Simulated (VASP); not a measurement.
Here is a VASP 6.6.1 calculation.

INCAR

```
PREC = Accurate ; ENCUT = 520
EDIFF = 1E-6 ; ISMEAR = 1
SIGMA = 0.1 ; LREAL = False
LASPH = True ; NELM = 80
ALGO = Normal ; ISIF = 2
LWAVE = False ; LCHARG = False
GGA = PS ; NBANDS = 21
```

KPOINTS

```
Automatic mesh
0
Gamma
  8 8 6
```

File POSCAR:

```
Ge
1.0
   -2.5771700000      2.7232100000      1.4254800000
    2.5399200000     -2.7117800000      1.3358000000
    2.4847100000      2.6193100000     -1.4044200000
Ge
2
Direct
    0.2552082102      0.7606897929      0.5029472238
    0.5008400000      0.4981200000      0.0065300000
```

Potentials or basis: VASP PAW PBE potentials, release 64 (Ge_d).

Launch:

```sh
$ cat potpaw_PBE.64/Ge_d/POTCAR > POTCAR
$ mpirun -np 1 vasp_std > vasp.out
```

(1) Estimate the pressure.

(2) Predict the largest force.

(3) What does it give for the band gap on the k mesh?

## Answers

(1) -0.3 GPa.

(2) 0.246 eV/Å.

(3) zero (bands 14 and 15 overlap by 5.18 eV).

Caveat: the stress differs along the axes, from -7 to 4 GPa; the PAW data sets were made with another functional, which shifts forces and pressure a little.
